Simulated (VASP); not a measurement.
The system is C.

```
C
1.0
     2.52995    0.00000    0.00000
    -1.26497    2.19100    0.00000
     0.00000    0.00000    4.21105
C
4
Direct
  0.33333 0.66667 0.06260
  0.66667 0.33333 0.56260
  0.33333 0.66667 0.43740
  0.66667 0.33333 0.93740
```

Base run:

| Item | Value |
| --- | --- |
| Program | VASP 6.6.1 |
| Functional | BLYP |
| Potentials or basis | VASP PAW PBE potentials, release 64 (C) |
| Cutoff | 520 eV |
| k mesh | 8 × 8 × 4 |
| Occupations | fermi-dirac, width 0.05 eV |
| Spin | no spin polarisation |

Its results: band gap on the k mesh 4.18 eV, indirect (least direct gap 5.12 eV); pressure 0.6 GPa.

Q: The run is repeated on the same cell with these changes: k mesh from 8 × 8 × 4 to 13 × 13 × 7; further incar settings from ALGO = Normal; EDIFF = 1e-06; NBANDS = 16 to ALGO = Normal; EDIFF = 1e-07; NBANDS = 16. What comes out?

A: Band gap on the k mesh 3.96 eV, indirect (least direct gap 5.12 eV); pressure 0.6 GPa.

Caveats: the PAW data sets were made with another functional, which shifts forces and pressure a little.

A k mesh can miss the band edges.
